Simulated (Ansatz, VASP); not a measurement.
## Al12H in VASP and in Ansatz

INCAR

```
PREC = Accurate ; ENCUT = 520
EDIFF = 1E-6 ; ISMEAR = 0
SIGMA = 0.1 ; LREAL = F
LASPH = T ; NELM = 150
ALGO = Normal ; ISIF = 2
LWAVE = F ; LCHARG = T
ISPIN = 2 ; MAGMOM = 0 0 0 0 0 0 0 0 0 0 0 0 1
LORBIT = 11 ; LDIPOL = T
IDIPOL = 3 ; DIPOL = 0.5 0.5 0.301
GGA = PE ; LELF = T
LVHAR = T ; LVACPOTAV = T
NBANDS = 34
```

The input KPOINTS:

```
regular mesh
0
Gamma
  6 6 1
```

File POSCAR:

```
Al12H
1.0
    5.7143028096      0.0000000000      0.0000000000
   -2.8571514048      4.9487313980      0.0000000000
    0.0000000000      0.0000000000     21.6016424764
Al H
12 1
Direct
    0.3333333333      0.1666666667      0.1851711047
    0.3333333333      0.6666666667      0.1851711047
    0.8333333333      0.1666666667      0.1851711047
    0.8333333333      0.6666666667      0.1851711047
    0.1666666667      0.3333333333      0.2916873740
    0.1666666667      0.8333333333      0.2916873740
    0.6666666667      0.3333333333      0.2916873740
    0.6666666667      0.8333333333      0.2916873740
    0.0000000000      0.0000000000      0.3981939098
    0.0000000000      0.5000000000      0.3981939098
    0.5000000000      0.0000000000      0.3981939098
    0.5000000000      0.5000000000      0.3981939098
    0.2222222222     -0.2222222222      0.4069895373
```

Input for Ansatz:

```yaml
crystal:
  lattice:
    - [5.7143028096, 0.0, 0.0]
    - [-2.8571514048, 4.948731398, 0.0]
    - [0.0, 0.0, 21.6016424764]
  atoms:
    - { symbol: Al, position: [0.3333333333, 0.1666666667, 0.1851711047] }
    - { symbol: Al, position: [0.3333333333, 0.6666666667, 0.1851711047] }
    - { symbol: Al, position: [0.8333333333, 0.1666666667, 0.1851711047] }
    - { symbol: Al, position: [0.8333333333, 0.6666666667, 0.1851711047] }
    - { symbol: Al, position: [0.1666666667, 0.3333333333, 0.291687374] }
    - { symbol: Al, position: [0.1666666667, 0.8333333333, 0.291687374] }
    - { symbol: Al, position: [0.6666666667, 0.3333333333, 0.291687374] }
    - { symbol: Al, position: [0.6666666667, 0.8333333333, 0.291687374] }
    - { symbol: Al, position: [0.0, 0.0, 0.3981939098] }
    - { symbol: Al, position: [0.0, 0.5, 0.3981939098] }
    - { symbol: Al, position: [0.5, 0.0, 0.3981939098] }
    - { symbol: Al, position: [0.5, 0.5, 0.3981939098] }
    - { symbol: H, position: [0.2222222222, -0.2222222222, 0.4069895373], spin: 1.0 }
basis:
  ecutwfc: 420
kpoints:
  mp_grid: { grid: [6, 6, 1] }
hamiltonian:
  xc: pbe
scf:
  occupations: { method: gaussian, width: 0.1 }
output:
  forces: true
  eigenvalues: true
  populations: true
magnetization:
  spin_polarized: true
efield:
  axis: 3
  dipole_correction: true
  ramp_width: 0.04
```

Alike in both runs: task single point; functional PBE; k mesh 6 × 6 × 1; occupations gaussian, width 0.1 eV; collinear spin.

|  | VASP | Ansatz |
| --- | --- | --- |
| version | VASP 6.6.1 | Ansatz 0.2.0 |
| potentials or method | VASP PAW PBE potentials, release 64 (Al, H), cutoff 520 eV | scalar-relativistic, plane waves, PAW |
| valence electrons in the cell | 37 | 37 |

Ansatz gave:

| Item | Value |
| --- | --- |
| gap on the k mesh at the Fermi level (eV) | none |
| rms of the force components (eV/Å) | 0.841 |
| net moment per atom (μB) | 0.00 |
| work function, face that differs most (eV) | 3.77 |

Question: Estimate VASP's values.

Answer: gap on the k mesh at the Fermi level (eV): none; rms of the force components (eV/Å): 0.839; net moment per atom (μB): 0.00; work function, face that differs most (eV): 3.77.

Atom by atom the forces differ by 0.002 eV/Å (rms over components). A gap of «none» marks a metal or a gap that the smearing closes. Ansatz's warnings: seeded moment not kept.
